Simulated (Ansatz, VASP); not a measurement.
**Bi: VASP beside Ansatz**

```
Bi
1.0
    -1.98143    1.98143    1.98143
     1.98143   -1.98143    1.98143
     1.98143    1.98143   -1.98143
Bi
1
Direct
  0.00000 0.00000 0.00000
```

Alike in both runs: task single point; functional PBE; k mesh 9 × 9 × 9; occupations gaussian, width 0.025 eV; no spin polarisation.

```csv
,VASP,Ansatz
version,VASP 6.6.1,Ansatz 0.2.0
potentials or method,"VASP PAW PBE potentials, release 64 (Bi_d)",Ansatz PAW
plane-wave cutoff (eV),520,420
valence electrons in the cell,15,15
```

|  | VASP | Ansatz | Ansatz less VASP |
| --- | --- | --- | --- |
| gap on the k mesh at the Fermi level (eV) | none | none | - |
| pressure (GPa) | 0.8 | 0.8 | +0.06 |

A gap of «none» marks a metal or a gap that the smearing closes. The functional is the same, so the differences come from potentials, cutoffs and numerics.

Neither program's run includes spin-orbit coupling.
